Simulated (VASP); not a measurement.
# SnO2 (P4/mmm) in VASP: notebook

Runs on SnO2. Level: PBE. Tasks: single point, relaxation of cell and atoms.

Program: VASP 6.6.1. These are calculated values, not measurements. Logs are shortened: lines on timing, memory, paths and dates and some standing lists are left out, and cuts for length are marked.

## Step 1: The cell of the first run

It takes space group P4/mmm (No. 123, tetragonal). The conventional cell has a = 3.562 Å, b = 3.562 Å, c = 2.854 Å, α = 90.00°, β = 90.00°, γ = 90.00°. Within 3.0 Å of Sn (site symmetry 4/mmm) lie 8 O at 2.28 Å and 2 Sn at 2.85 Å. O (site symmetry mmm) has 4 Sn at 2.28 Å and 6 O at 2.52 to 2.85 Å within 3.0 Å.

The cell was built from a structure type or drawn by symmetry, and may not be a known phase.

## Step 2: Single point, PBE

Input file INCAR:

```
SYSTEM = SnO2
ALGO = Normal ; EDIFF = 1E-6
ENCUT = 520 ; GGA = PE
ISIF = 2 ; ISMEAR = 0
LASPH = .TRUE. ; LCHARG = .FALSE.
LREAL = .FALSE. ; LWAVE = .FALSE.
NBANDS = 20 ; NELM = 60
PREC = Accurate ; SIGMA = 0.1
```

Input file KPOINTS:

```
k-points
0
G
  14 14 16
  0 0 0
```

Input file POSCAR:

```
SnO2
1.0
    3.5623301301      0.0000000000      0.0000000000
    0.0000000000      3.5623301301      0.0000000000
    0.0000000000      0.0000000000      2.8540108325
Sn O
1 2
Direct
    0.0000000000      0.0000000000      0.5000000000
    0.5000000000      0.0000000000      0.0000000000
    0.0000000000      0.5000000000      0.0000000000
```

Potentials or basis: VASP PAW PBE potentials, release 64 (Sn_d, O).

Run with:

```sh
cat potpaw_PBE.64/Sn_d/POTCAR potpaw_PBE.64/O/POTCAR > POTCAR
mpirun -np 1 vasp_std > vasp.out
```

OUTCAR:

```text
SYSTEM = SnO2
   EDIFF = 1E-6
   ENCUT = 520
   GGA = PE
   ISIF = 2
   ISMEAR = 0
   LASPH = .TRUE.
   LREAL = .FALSE.
   NELM = 60
   PREC = Accurate

 ion  position               nearest neighbor table
   1  0.000  0.000  0.500-   2 2.28   3 2.28   2 2.28   3 2.28   3 2.28   3 2.28   2 2.28   2 2.28

   2  0.500  0.000  0.000-   1 2.28   1 2.28   1 2.28   1 2.28
   3  0.000  0.500  0.000-   1 2.28   1 2.28   1 2.28   1 2.28

  LATTYP: Found a simple tetragonal cell.
 ALAT       =     3.5623301301
 C/A-ratio  =     0.8011640494

  Lattice vectors:

 A1 = (   3.5623301301,   0.0000000000,   0.0000000000)
 A2 = (   0.0000000000,   3.5623301301,   0.0000000000)
 A3 = (   0.0000000000,   0.0000000000,   2.8540108325)

Analysis of symmetry for initial positions (statically):
=====================================================================
 Subroutine PRICEL returns:
 Original cell was already a primitive cell.

 Routine SETGRP: Setting up the symmetry group for a
 simple tetragonal supercell.

 Subroutine GETGRP returns: Found 16 space group operations
 (whereof 16 operations were pure point group operations)
 out of a pool of 16 trial point group operations.

The static configuration has the point symmetry D_4h.

Analysis of symmetry for dynamics (positions and initial velocities):
=====================================================================
 Subroutine PRICEL returns:
 Original cell was already a primitive cell.

 Routine SETGRP: Setting up the symmetry group for a
 simple tetragonal supercell.

 Subroutine GETGRP returns: Found 16 space group operations
 (whereof 16 operations were pure point group operations)
 out of a pool of 16 trial point group operations.

The dynamic configuration has the point symmetry D_4h.

 Subroutine INISYM returns: Found 16 space group operations
 (whereof 16 operations are pure point group operations),
 and found     1 'primitive' translations

----------------------------------------------------------------------------------------

                                     Primitive cell

  volume of cell :      36.2180

  direct lattice vectors                    reciprocal lattice vectors
     3.562330130  0.000000000  0.000000000     0.280715140  0.000000000  0.000000000
     0.000000000  3.562330130  0.000000000     0.000000000  0.280715140  0.000000000
     0.000000000  0.000000000  2.854010833     0.000000000  0.000000000  0.350384094

  length of vectors
[... 83 lines left out ...]
   NELM   =     60;   NELMIN=  2; NELMDL= -5     # of ELM steps
   EDIFF  = 0.1E-05   stopping-criterion for ELM
   LREAL  =      F    real-space projection
   EDIFFG = 0.1E-04   stopping-criterion for IOM
   NSW    =      0    number of steps for IOM
   IBRION =     -1    ionic relax: 0-MD 1-quasi-New 2-CG
   NFREE  =      0    steps in history (QN), initial steepest desc. (CG)
   ISIF   =      2    stress and relaxation
   ISYM   =      2    0-nonsym 1-usesym 2-fastsym
   POTIM  = 0.5000    time-step for ionic-motion
   TEBEG  =    0.0;   TEEND  =   0.0 temperature during run
   PSTRESS=    0.0 pullay stress
   NELECT =      26.0000    total number of electrons
   NUPDOWN=      -1.0000    fix difference up-down
   EMIN   =  10.00;   EMAX   =-10.00  energy-range for DOS
   EFERMI =   0.00;   METHOD = LEGACY
   ISMEAR =     0;   SIGMA  =   0.10  broadening in eV -4-tet -1-fermi 0-gaus
   EFERMI_NEDOS =   21; number of points for ismear=-14 and -15
   IALGO  =     38    algorithm
   IMIX   =      4    mixing-type and parameters
     AMIX     =   0.40;   BMIX     =  1.00
     AMIX_MAG =   1.60;   BMIX_MAG =  1.00
  volume/ion in A,a.u.               =      12.07        81.47
  Fermi-wavevector in a.u.,A,eV,Ry     =   1.465856  2.770066 29.235297  2.148734
  Thomas-Fermi vector in A             =   2.581663
   LORBIT       =      0    0 simple, 1 ext, 2 COOP (PROOUT), +10 PAW based schemes
   GGA     = PE    functional components
   LHFCALC =     F    Hartree Fock is set to
   AEXX    =    0.0000 exact exchange contribution
   IVDW    =     0    specifies the selected vdW correction
   LEPSILON=     F    determine dielectric tensor
   LRPA    =     F    only Hartree local field effects (RPA)
 non-spin polarized calculation
 Gauss-broadening in eV      SIGMA  =   0.10
  energy-cutoff  :      520.00
  volume of cell :       36.22
 maximum number of plane-waves:       999
 NGX is ok and might be reduce to    28
   NGX = 13   NGY = 13   NGZ = 11

 number of electron      26.0000024 magnetization

 Free energy of the ion-electron system (eV)
  ---------------------------------------------------
  ext. energy  EPLUGINS =         0.00000000
  ---------------------------------------------------
  free energy    TOTEN  =       -15.90931734 eV

  energy without entropy =      -15.90379885  energy(sigma->0) =      -15.90655809

 E-fermi :   7.1999     XC(G=0): -11.3470

 val. band max:        7.1875714531   @ k =   0.5000   0.2857   0.5000
 cond. band min:       7.2024267953   @ k =   0.4286   0.3571   0.1250
 fundamental gap:      0.0148553421
 Fermi energy:         7.1998857516

 k-point     1 :       0.0000    0.0000    0.0000
  band No.  band energies     occupation
      1     -14.9638      2.00000
      2     -14.8298      2.00000
      3     -14.4231      2.00000
      4     -14.3780      2.00000
      5     -14.3780      2.00000
      6     -12.4604      2.00000
[... 541 lines left out ...]
     19      20.3234      0.00000
     20      23.4422      0.00000

 [... further k-points ...]

------------------------ aborting loop because EDIFF is reached ----------------------------------------

  FORCE on cell =-STRESS in cart. coord.  units (eV):
  Direction    XX          YY          ZZ          XY          YZ          ZX
  --------------------------------------------------------------------------------------
  -------------------------------------------------------------------------------------
  Total        0.0752744      0.0752744      0.1033458      0.0000000      0.0000000      0.0000000
  in kB        3.3299189      3.3299189      4.5717184      0.0000000      0.0000000      0.0000000
  external PRESSURE =       3.7438521 kB  Pullay stress =       0.0000000 kB

 VOLUME and BASIS-vectors are now :
 -----------------------------------------------------------------------------
  energy-cutoff  :      520.00
  volume of cell :       36.22
      direct lattice vectors                 reciprocal lattice vectors
     3.562330130  0.000000000  0.000000000     0.280715140  0.000000000  0.000000000
     0.000000000  3.562330130  0.000000000     0.000000000  0.280715140  0.000000000
     0.000000000  0.000000000  2.854010833     0.000000000  0.000000000  0.350384094

 POSITION                                       TOTAL-FORCE (eV/Angst)
 -----------------------------------------------------------------------------------
      0.00000      0.00000      1.42701         0.000000      0.000000      0.000000
      1.78117      0.00000      0.00000         0.000000      0.000000      0.000000
      0.00000      1.78117      0.00000         0.000000      0.000000      0.000000
 -----------------------------------------------------------------------------------
    total drift:                               -0.000000      0.000000     -0.000000

  FREE ENERGIE OF THE ION-ELECTRON SYSTEM (eV)
  ---------------------------------------------------
  free  energy   TOTEN  =       -15.9093173386 eV

  energy  without entropy=      -15.9037988500  energy(sigma->0) =      -15.90655809
```

stdout:

```text
POSCAR found type information on POSCAR SnO
 POSCAR found :  2 types and       3 ions
 scaLAPACK will be used
 LDA part: xc-table for (Slater+PW92), standard interpolation
 POSCAR, INCAR and KPOINTS ok, starting setup
 FFT: planning ... GRIDC
 FFT: planning ... GRID_SOFT
 FFT: planning ... GRID
 WAVECAR not read
 entering main loop
```

It took 74 s on 1 thread of Intel Xeon 6975P-C (Granite Rapids), shared host; peak memory 0.32 GiB.

Results:

```
Free energy            : -15.9093 eV
Pressure               : 0.4 GPa
Band gap on the k mesh : zero (bands 13 and 14 overlap by 1.23 eV)
```

Caveat: spin-orbit coupling is left out, which moves the levels of the heavy elements.

## Step 3: Relaxation of cell and atoms, PBE

Input file INCAR:

```
SYSTEM = SnO2
ALGO = Normal
EDIFF = 1E-6
EDIFFG = -0.01
ENCUT = 600
GGA = PE
IBRION = 2
ISIF = 3
ISMEAR = 0
LASPH = .TRUE.
LCHARG = .FALSE.
LREAL = .FALSE.
LWAVE = .FALSE.
NELM = 100
NSW = 100
PREC = Accurate
SIGMA = 0.1
```

KPOINTS is that of step 2.

Input file POSCAR:

```
SnO2
1.0
    3.5632043514      0.0000000000      0.0000000000
    0.0000000000      3.5632043514      0.0000000000
    0.0000000000      0.0000000000      2.8511041259
Sn O
1 2
Direct
    0.0000000000      0.0000000000      0.5000000000
    0.5000000000      0.0000000000      0.0000000000
    0.0000000000      0.5000000000      0.0000000000
```

Potentials or basis: VASP PAW PBE potentials, release 64 (Sn_d, O).

Run with:

```sh
cat potpaw_PBE.64/Sn_d/POTCAR potpaw_PBE.64/O/POTCAR > POTCAR
mpirun -np 1 vasp_std > vasp.out
```

Run time: 2.1 min. Hardware: 1 thread of Intel Xeon 6975P-C (Granite Rapids), shared host; peak memory 0.34 GiB.

Results (log left out):

```yaml
Free_energy: -15.9133 eV
Relaxed_volume: 12.09 Å³/atom
Relaxed_cell: a = 3.564 Å, b = 3.564 Å, c = 2.856 Å, α = 90.00°, β = 90.00°, γ = 90.00°
Space_group_after_relaxing_to_0.1_Å: P4/mmm (No. 123)
Energy_gained_by_relaxing: 0.0 meV/atom
Ionic_steps: 3
Pressure_after_relaxing: 0.0 GPa
Band_gap_on_the_k_mesh: zero (bands 13 and 14 overlap by 1.23 eV)
```

Step by step:
| step | energy change (eV) | largest force (eV/Å) | pressure (GPa) | volume (Å³) |
| --- | --- | --- | --- | --- |
| 1 | 0.0000 | 0.0000 | 0.31 | 36.20 |
| 2 | -0.0001 | 0.0000 | -0.21 | 36.32 |
| 3 | -0.0001 | 0.0000 | 0.00 | 36.27 |

Final structure:
```xyz
3
Lattice="3.5638 0.0000 0.0000 0.0000 3.5638 0.0000 0.0000 0.0000 2.8558" Properties=species:S:1:pos:R:3 pbc="T T T"
Sn    0.0000    0.0000    1.4279
O     1.7819    0.0000    0.0000
O     0.0000    1.7819    0.0000
```

Levels at points of the mesh, in eV from the Fermi level:
```csv
k point,band 10,band 11,band 12,band 13,band 14,band 15,band 16,band 17
"(0.00, 0.00, 0.00)",-3.19,-3.17,-1.54,-0.86,-0.86,6.96,9.96,9.96
"(0.50, 0.00, 0.00)",-2.76,-2.40,-1.98,-1.79,2.20,4.75,10.06,11.59
"(0.50, 0.50, 0.00)",-1.75,-1.75,-1.07,0.27,4.33,4.71,4.71,10.15
"(0.00, 0.00, 0.50)",-3.68,-3.10,-0.46,-0.46,2.09,4.68,5.42,5.42
"(0.50, 0.00, 0.50)",-5.28,-2.93,-1.79,-1.62,2.19,5.99,6.55,7.07
"(0.50, 0.50, 0.50)",-5.69,-3.89,-2.61,-1.25,0.46,7.11,8.39,9.64
```

Caveat: spin-orbit coupling is left out, which moves the levels of the heavy elements.
